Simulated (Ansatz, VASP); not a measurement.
**One calculation of TlBr, two programs**

INCAR

```
SYSTEM = TlBr
PREC     = Accurate       ! precision mode
ENCUT    = 500            ! plane-wave cutoff, eV
EDIFF    = 1E-6           ! SCF threshold, eV
ISMEAR   = 0              ! smearing method
SIGMA    = 0.01           ! smearing width, eV
LREAL    = .FALSE.        ! projectors in reciprocal space
LASPH    = .TRUE.         ! aspherical terms in the spheres
NELM     = 120            ! most SCF steps
ALGO     = Normal         ! electronic algorithm
ISIF     = 2              ! what is computed and relaxed
LWAVE    = .FALSE.        ! write WAVECAR
LCHARG   = .FALSE.        ! write CHGCAR
GGA      = PE             ! functional
NBANDS   = 17             ! bands
GGA_COMPAT= .FALSE.
```

File KPOINTS:

```
regular mesh
0
G
  4 4 4
  0 0 0
```

Contents of POSCAR:

```
TlBr
1.0
    3.9800000000      0.0000000000      0.0000000000
    0.0000000000      3.9800000000      0.0000000000
    0.0000000000      0.0000000000      3.9800000000
Tl Br
1 1
Direct
    0.0000000000      0.0000000000      0.0000000000
    0.5000000000      0.5000000000      0.5000000000
```

Input for Ansatz:

```yaml
crystal:
  lattice:
    - [3.98, 0.0, 0.0]
    - [0.0, 3.98, 0.0]
    - [0.0, 0.0, 3.98]
  atoms:
    - { symbol: Tl, position: [0.0, 0.0, 0.0] }
    - { symbol: Br, position: [0.49999999999999994, 0.49999999999999994, 0.49999999999999994] }
basis:
  ecutwfc: 550.0
kpoints:
  mp_grid:
    grid: [4, 4, 4]
hamiltonian:
  xc: pbe
  pseudopotentials:
    kind: paw
scf:
  max_iter: 90
  occupations:
    method: fixed
  mixing:
    beta: 0.3
output:
  eigenvalues: true
```

Alike in both runs: task single point; functional PBE; k mesh 4 × 4 × 4; no spin polarisation.

|  | VASP | Ansatz |
| --- | --- | --- |
| version | VASP 6.6.1 | Ansatz 0.2.0 |
| potentials or method | VASP PAW PBE potentials, release 64 (Tl_d, Br), cutoff 500 eV | plane waves, PAW |
| occupations | gaussian, width 0.01 eV | fixed |
| valence electrons in the cell | 20 | 20 |

```csv
,VASP,Ansatz,Ansatz less VASP
gap on the k mesh at the Fermi level (eV),1.85,1.85,-0.007
```

Neither program's run includes spin-orbit coupling.
